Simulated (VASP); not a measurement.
# CaSe (F-43m) in VASP: further runs

The runs below take CaSe through relaxation of cell and atoms, single point, with r2SCAN, PBE, HSE06, PBE0, r2SCANh.

Everything below comes from runs of VASP 6.6.1. Logs are shortened: lines on timing, memory, paths and dates and some standing lists are left out, and cuts for length are marked.

## (1) The cell of the first run

Symmetry: F-43m, No. 216, cubic system. The conventional cell has a = 6.589 Å, b = 6.589 Å, c = 6.589 Å, α = 90.00°, β = 90.00°, γ = 90.00°. Ca (site symmetry -43m) has 4 Se at 2.85 Å within 3.8 Å. Se (site symmetry -43m) has 4 Ca at 2.85 Å within 3.8 Å.

## (2) Relaxation of cell and atoms, r2SCAN

Input file POSCAR:

```
CaSe
1.0
    0.0000000000      3.2946874855      3.2946874855
    3.2946874855      0.0000000000      3.2946874855
    3.2946874855      3.2946874855      0.0000000000
Ca Se
1 1
Direct
    0.0000000000      0.0000000000      0.0000000000
    0.2500000000      0.2500000000      0.2500000000
```

Input file INCAR.step1:

```
SYSTEM = CaSe
PREC     = Accurate       ! precision mode
ENCUT    = 600            ! plane-wave cutoff, eV
ISMEAR   = -1             ! smearing method
SIGMA    = 0.02           ! smearing width, eV
LREAL    = .FALSE.        ! projectors in reciprocal space
LASPH    = .TRUE.         ! aspherical terms in the spheres
NELM     = 100            ! most SCF steps
GGA      = PE             ! functional
ALGO     = Normal         ! electronic algorithm
EDIFF    = 1E-4           ! SCF threshold, eV
LWAVE    = .TRUE.         ! write WAVECAR
LCHARG   = .FALSE.        ! write CHGCAR
```

Input file INCAR.step2:

```
SYSTEM = CaSe
PREC     = Accurate       ! precision mode
ENCUT    = 600            ! plane-wave cutoff, eV
EDIFF    = 1E-6           ! SCF threshold, eV
ISMEAR   = -1             ! smearing method
SIGMA    = 0.02           ! smearing width, eV
LREAL    = .FALSE.        ! projectors in reciprocal space
LASPH    = .TRUE.         ! aspherical terms in the spheres
NELM     = 100            ! most SCF steps
ALGO     = Normal         ! electronic algorithm
ISIF     = 3              ! what is computed and relaxed
LWAVE    = .FALSE.        ! write WAVECAR
LCHARG   = .FALSE.        ! write CHGCAR
METAGGA  = R2SCAN         ! meta-GGA
LMIXTAU  = .TRUE.       
IBRION   = 2              ! ionic algorithm
NSW      = 80             ! ionic steps
EDIFFG   = -0.005         ! ionic threshold
ISTART   = 1
```

Input file KPOINTS:

```
Automatic mesh
0
G
  6 6 6
  0 0 0
```

Potentials or basis: VASP PAW PBE potentials, release 64 (Ca_sv, Se).

Run with:

```console
> cat potpaw_PBE.64/Ca_sv/POTCAR potpaw_PBE.64/Se/POTCAR > POTCAR
> cp INCAR.step1 INCAR
> mpirun -np 1 vasp_std > vasp.out
> cp INCAR.step2 INCAR
> mpirun -np 1 vasp_std > vasp.out
```

OUTCAR:

```text
SYSTEM = CaSe
   PREC = Accurate
   ENCUT = 600
   EDIFF = 1E-6
   ISMEAR = -1
   LREAL = .FALSE.
   LASPH = .TRUE.
   NELM = 100
   ISIF = 3
   METAGGA = R2SCAN
   IBRION = 2
   NSW = 80
   EDIFFG = -0.005
   ISTART = 1

 ion  position               nearest neighbor table
   1  0.000  0.000  0.000-   2 2.85   2 2.85   2 2.85   2 2.85
   2  0.250  0.250  0.250-   1 2.85   1 2.85   1 2.85   1 2.85

  LATTYP: Found a face centered cubic cell.
 ALAT       =     6.5893749710

  Lattice vectors:

 A1 = (   0.0000000000,   3.2946874855,   3.2946874855)
 A2 = (   3.2946874855,   0.0000000000,   3.2946874855)
 A3 = (   3.2946874855,   3.2946874855,   0.0000000000)

Analysis of symmetry for initial positions (statically):
=====================================================================
 Subroutine PRICEL returns:
 Original cell was already a primitive cell.

 Routine SETGRP: Setting up the symmetry group for a
 face centered cubic supercell.

 Subroutine GETGRP returns: Found 24 space group operations
 (whereof 24 operations were pure point group operations)
 out of a pool of 48 trial point group operations.

The static configuration has the point symmetry T_d .

Analysis of symmetry for dynamics (positions and initial velocities):
=====================================================================
 Subroutine PRICEL returns:
 Original cell was already a primitive cell.

 Routine SETGRP: Setting up the symmetry group for a
 face centered cubic supercell.

 Subroutine GETGRP returns: Found 24 space group operations
 (whereof 24 operations were pure point group operations)
 out of a pool of 48 trial point group operations.

The dynamic configuration has the point symmetry T_d .

 Subroutine INISYM returns: Found 24 space group operations
 (whereof 24 operations are pure point group operations),
 and found     1 'primitive' translations

----------------------------------------------------------------------------------------

                                     Primitive cell

  volume of cell :      71.5274

  direct lattice vectors                    reciprocal lattice vectors
     0.000000000  3.294687485  3.294687485    -0.151759462  0.151759462  0.151759462
     3.294687485  0.000000000  3.294687485     0.151759462 -0.151759462  0.151759462
     3.294687485  3.294687485  0.000000000     0.151759462  0.151759462 -0.151759462

  length of vectors
     4.659391726  4.659391726  4.659391726     0.262855099  0.262855099  0.262855099

  position of ions in fractional coordinates (direct lattice)
     0.000000000  0.000000000  0.000000000
     0.250000000  0.250000000  0.250000000

[... 59 lines left out ...]
   ISTART =      1    job   : 0-new  1-cont  2-samecut
   ICHARG =      0    charge: 1-file 2-atom 10-const
   ISPIN  =      1    spin polarized calculation?
   LNONCOLLINEAR =      F non collinear calculations
   LSORBIT =      F    spin-orbit coupling
   LASPH  =      T    aspherical Exc in radial PAW
   ENCUT  =  600.0 eV  44.10 Ry    6.64 a.u.   9.31  9.31  9.31*2*pi/ulx,y,z
   NELM   =    100;   NELMIN=  2; NELMDL=  0     # of ELM steps
   EDIFF  = 0.1E-05   stopping-criterion for ELM
   LREAL  =      F    real-space projection
   EDIFFG = -.5E-02   stopping-criterion for IOM
   NSW    =     80    number of steps for IOM
   IBRION =      2    ionic relax: 0-MD 1-quasi-New 2-CG
   NFREE  =      1    steps in history (QN), initial steepest desc. (CG)
   ISIF   =      3    stress and relaxation
   ISYM   =      2    0-nonsym 1-usesym 2-fastsym
   POTIM  = 0.5000    time-step for ionic-motion
   TEBEG  =    0.0;   TEEND  =   0.0 temperature during run
   PSTRESS=    0.0 pullay stress
   NELECT =      16.0000    total number of electrons
   NUPDOWN=      -1.0000    fix difference up-down
   EMIN   =  10.00;   EMAX   =-10.00  energy-range for DOS
   EFERMI =   0.00;   METHOD = LEGACY
   ISMEAR =    -1;   SIGMA  =   0.02  broadening in eV -4-tet -1-fermi 0-gaus
   EFERMI_NEDOS =   21; number of points for ismear=-14 and -15
   IALGO  =     38    algorithm
   IMIX   =      4    mixing-type and parameters
     AMIX     =   0.40;   BMIX     =  1.00
     AMIX_MAG =   1.60;   BMIX_MAG =  1.00
  volume/ion in A,a.u.               =      35.76       241.35
  Fermi-wavevector in a.u.,A,eV,Ry     =   0.993781  1.877973 13.437117  0.987600
  Thomas-Fermi vector in A             =   2.125686
   LORBIT       =      0    0 simple, 1 ext, 2 COOP (PROOUT), +10 PAW based schemes
   METAGGA = R2SCAN    functional components
   LHFCALC =     F    Hartree Fock is set to
   AEXX    =    0.0000 exact exchange contribution
   IVDW    =     0    specifies the selected vdW correction
   LEPSILON=     F    determine dielectric tensor
   LRPA    =     F    only Hartree local field effects (RPA)
 conjugate gradient relaxation of ions
 non-spin polarized calculation
  energy-cutoff  :      600.00
  volume of cell :       71.53
 maximum number of plane-waves:      2421
 NGX is ok and might be reduce to    40
   NGX = 19   NGY = 19   NGZ = 19

--------------------------------------- Ionic step        1  -------------------------------------------

 number of electron      16.0000001 magnetization

 Free energy of the ion-electron system (eV)
  ---------------------------------------------------
  ext. energy  EPLUGINS =         0.00000000
  ---------------------------------------------------
  free energy    TOTEN  =       -25.36127525 eV

  energy without entropy =      -25.36127525  energy(sigma->0) =      -25.36127525

 E-fermi :  -0.0771     XC(G=0):  -7.9608

 val. band max:       -0.6394780440   @ k =  -0.3333   0.1667   0.0000
 cond. band min:       3.0033319538   @ k =   0.0000   0.0000   0.0000
 fundamental gap:      3.6428099978
 Fermi energy:        -0.0771340590

 k-point     1 :       0.0000    0.0000    0.0000
  band No.  band energies     occupation
      1     -41.2917      2.00000
      2     -21.4196      2.00000
      3     -21.4196      2.00000
      4     -21.4195      2.00000
      5     -11.3406      2.00000
      6      -0.7243      2.00000
      7      -0.7243      2.00000
      8      -0.7243      2.00000
      9       3.0033      0.00000
     10       5.2745      0.00000
     11       5.2745      0.00000
     12       7.2782      0.00000
[... 294 lines left out ...]
--------------------------------------- Ionic step        3  -------------------------------------------

 number of electron      16.0000001 magnetization

 Free energy of the ion-electron system (eV)
  ---------------------------------------------------
  ext. energy  EPLUGINS =         0.00000000
  ---------------------------------------------------
  free energy    TOTEN  =       -25.36185884 eV

  energy without entropy =      -25.36185884  energy(sigma->0) =      -25.36185884

 E-fermi :   0.0011     XC(G=0):  -7.9945

 val. band max:       -0.6069547225   @ k =  -0.3333   0.1667   0.0000
 cond. band min:       3.0646087205   @ k =   0.0000   0.0000   0.0000
 fundamental gap:      3.6715634430
 Fermi energy:         0.0010541087

 k-point     1 :       0.0000    0.0000    0.0000
  band No.  band energies     occupation
      1     -41.2211      2.00000
      2     -21.3512      2.00000
      3     -21.3512      2.00000
      4     -21.3512      2.00000
      5     -11.3181      2.00000
      6      -0.6948      2.00000
      7      -0.6948      2.00000
      8      -0.6948      2.00000
      9       3.0646      0.00000
     10       5.3281      0.00000
     11       5.3281      0.00000
     12       7.3577      0.00000
[... 252 lines left out ...]
  FREE ENERGIE OF THE ION-ELECTRON SYSTEM (eV)
  ---------------------------------------------------
  free  energy   TOTEN  =       -25.3618588375 eV

  energy  without entropy=      -25.3618588375  energy(sigma->0) =      -25.36185884

 reached required accuracy - stopping structural energy minimisation
```

OUTCAR.step1:

```text
SYSTEM = CaSe
   PREC = Accurate
   ENCUT = 600
   ISMEAR = -1
   LREAL = .FALSE.
   LASPH = .TRUE.
[... 450 lines left out ...]
      0.00000      0.00000      0.00000        -0.000000     -0.000000     -0.000000
      1.64734      1.64734      1.64734         0.000000      0.000000      0.000000
 -----------------------------------------------------------------------------------
    total drift:                                0.000000      0.000000      0.000000

  FREE ENERGIE OF THE ION-ELECTRON SYSTEM (eV)
  ---------------------------------------------------
  free  energy   TOTEN  =        -8.9701157735 eV

  energy  without entropy=       -8.9701157735  energy(sigma->0) =       -8.97011577
```

OSZICAR.step1:

```text
N       E                     dE             d eps       ncg     rms          rms(c)
DAV:   1     0.113243943419E+03    0.11324E+03   -0.79815E+03   384   0.132E+03
DAV:   2    -0.210937380611E+01   -0.11535E+03   -0.10942E+03   428   0.276E+02
DAV:   3    -0.882109655850E+01   -0.67117E+01   -0.66533E+01   500   0.640E+01
DAV:   4    -0.939896519345E+01   -0.57787E+00   -0.57734E+00   748   0.149E+01
DAV:   5    -0.940071916172E+01   -0.17540E-02   -0.17538E-02   488   0.112E+00    0.437E+00
DAV:   6    -0.899722434415E+01    0.40349E+00   -0.79466E-01   468   0.394E+00    0.261E+00
DAV:   7    -0.895673723341E+01    0.40487E-01   -0.30278E-01   560   0.300E+00    0.998E-01
DAV:   8    -0.896779965964E+01   -0.11062E-01   -0.39404E-02   528   0.162E+00    0.193E-01
DAV:   9    -0.896886013680E+01   -0.10605E-02   -0.39127E-03   512   0.478E-01    0.138E-01
DAV:  10    -0.897012700249E+01   -0.12669E-02   -0.22663E-03   456   0.348E-01    0.455E-02
DAV:  11    -0.897011577354E+01    0.11229E-04   -0.60076E-04   516   0.206E-01
   1 F= -.89701158E+01 E0= -.89701158E+01  d E =-.254071E-10
```

Wall time 4.6 min (1 thread of Oxide Virtual Turin-like, shared host); peak memory 0.23 GiB.

Results:

| Property | Result |
| --- | --- |
| Free energy | -25.3619 eV |
| Relaxed volume | 35.46 Å³/atom |
| Relaxed cell | a = 4.646 Å, b = 4.646 Å, c = 4.646 Å, α = 60.00°, β = 60.00°, γ = 60.00° |
| Space group after relaxing (to 0.1 Å) | F-43m (No. 216) |
| Energy gained by relaxing | 0.3 meV/atom |
| Ionic steps | 3 |
| Pressure after relaxing | 0.0 GPa |
| Band gap on the k mesh | 3.67 eV (least direct gap 3.76 eV) |

The path:
```tsv
step	energy change (eV)	largest force (eV/Å)	pressure (GPa)	volume (Å³)
1	0.0000	0.0000	-0.31	71.53
2	-0.0006	0.0000	0.05	70.81
3	-0.0006	0.0000	0.00	70.91
```

Final structure:
```
Ca Se
1.0
     0.00000    3.28523    3.28523
     3.28523    0.00000    3.28523
     3.28523    3.28523    0.00000
Ca Se
1 1
Direct
  0.00000 0.00000 0.00000
  0.25000 0.25000 0.25000
```

Caveat: the structure was generated, so it needn't be the stable form of CaSe; the PAW data sets were made with another functional, which shifts forces and pressure a little.

## (3) Single point, PBE, non-collinear spin, zero start, spin-orbit coupling

This run uses another cell than the first one, of 35.27 Å³/atom.

Input file INCAR:

```
SYSTEM = CaSe
ALGO     = Normal         ! electronic algorithm
EDIFF    = 1E-7           ! SCF threshold, eV
ENCUT    = 520            ! plane-wave cutoff, eV
GGA      = PE             ! functional
GGA_COMPAT= .False.      
ISIF     = 2              ! what is computed and relaxed
ISMEAR   = 0              ! smearing method
LASPH    = .True.         ! aspherical terms in the spheres
LCHARG   = .False.        ! write CHGCAR
LORBIT   = 11             ! projections on sites
LORBMOM  = .True.       
LREAL    = .False.        ! projectors in reciprocal space
LSORBIT  = .True.         ! spin-orbit coupling
LWAVE    = .False.        ! write WAVECAR
MAGMOM   = 0 0 0 0 0 0    ! initial moments
NBANDS   = 28             ! bands
NELM     = 150            ! most SCF steps
PREC     = Accurate       ! precision mode
SIGMA    = 0.01           ! smearing width, eV
```

Input file KPOINTS:

```
k-points
0
Gamma
  6 6 6
  0 0 0
```

Input file POSCAR:

```
CaSe
1.0
    0.0000000000      3.2795613671      3.2795613671
    3.2795613671      0.0000000000      3.2795613671
    3.2795613671      3.2795613671      0.0000000000
Ca Se
1 1
Direct
    0.0000000000      0.0000000000      0.0000000000
    0.2500000000      0.2500000000      0.2500000000
```

Potentials or basis: VASP PAW PBE potentials, release 64 (Ca_sv, Se).

Run with:

```console
> cat potpaw_PBE.64/Ca_sv/POTCAR potpaw_PBE.64/Se/POTCAR > POTCAR
> mpirun -np 1 vasp_ncl > vasp.out
```

OUTCAR:

```text
SYSTEM = CaSe
   EDIFF = 1E-7
   ENCUT = 520
   GGA = PE
   ISIF = 2
   ISMEAR = 0
   LASPH = .True.
   LORBIT = 11
   LREAL = .False.
   LSORBIT = .True.
   NELM = 150
   PREC = Accurate

 ion  position               nearest neighbor table
   1  0.000  0.000  0.000-   2 2.84   2 2.84   2 2.84   2 2.84
   2  0.250  0.250  0.250-   1 2.84   1 2.84   1 2.84   1 2.84

  LATTYP: Found a face centered cubic cell.
 ALAT       =     6.5591227342

  Lattice vectors:

 A1 = (   0.0000000000,   3.2795613671,   3.2795613671)
 A2 = (   3.2795613671,   0.0000000000,   3.2795613671)
 A3 = (   3.2795613671,   3.2795613671,   0.0000000000)

Analysis of symmetry for initial positions (statically):
[... 973 lines left out ...]
     0.0000000     0.0000000     0.0000000     0.0000000     0.0000000     0.0000000     0.0000000
     0.0000000     0.0000000     0.0000000     0.0000000     0.0000000     0.0000000     0.0000000
     0.0000000     0.0000000     0.0000000     0.0000000     0.0000000     0.0000000     0.0000000
     0.0000000     0.0000000     0.0000000     0.0000000     0.0000000     0.0000000     0.0000000
     0.0000000     0.0000000     0.0000000     0.0000000     0.0000000     0.0000000     0.0000000
     0.0000000     0.0000000     0.0000000     0.0000000     0.0000000     0.0000000     0.0000000

 total charge

# of ion       s       p       d       tot
------------------------------------------
    1        2.043   5.849   0.238   8.130
    2        1.430   2.491   0.003   3.924
--------------------------------------------------
tot          3.474   8.340   0.241  12.054

 magnetization (x)

# of ion       s       p       d       tot
------------------------------------------
    1       -0.000  -0.000   0.000  -0.000
    2        0.000   0.000   0.000   0.000
--------------------------------------------------
tot         -0.000   0.000   0.000   0.000

 magnetization (y)

# of ion       s       p       d       tot
------------------------------------------
    1        0.000   0.000   0.000   0.000
    2        0.000   0.000   0.000   0.000
--------------------------------------------------
tot          0.000   0.000   0.000   0.000

 magnetization (z)

# of ion       s       p       d       tot
------------------------------------------
    1        0.000  -0.000   0.000   0.000
    2       -0.000   0.000  -0.000   0.000
--------------------------------------------------
tot          0.000   0.000   0.000   0.000
```

stdout:

```text
POSCAR found type information on POSCAR CaSe
 POSCAR found :  2 types and       2 ions
 scaLAPACK will be used
 LDA part: xc-table for (Slater+PW92), standard interpolation
 POSCAR, INCAR and KPOINTS ok, starting setup
 FFT: planning ... GRIDC
 FFT: planning ... GRID_SOFT
 FFT: planning ... GRID
 WAVECAR not read
 entering main loop
```

Wall time 3 min (1 thread of Oxide Virtual Turin-like, shared host); peak memory 0.38 GiB.

Results:

| Property | Result |
| --- | --- |
| Free energy | -8.9887 eV |
| Pressure | 0.6 GPa |
| Net moment | 0.00 μB per cell |
| Valence electrons inside the program's atomic spheres | Ca 8.13; Se 3.92 |

Moments on the atoms (μB; x, y, z):
```
Ca  0.00 0.00 0.00
Se  0.00 0.00 0.00
```

Caveat: the structure was generated, so it needn't be the stable form of CaSe.

(Part 1 of 2 ends here.)
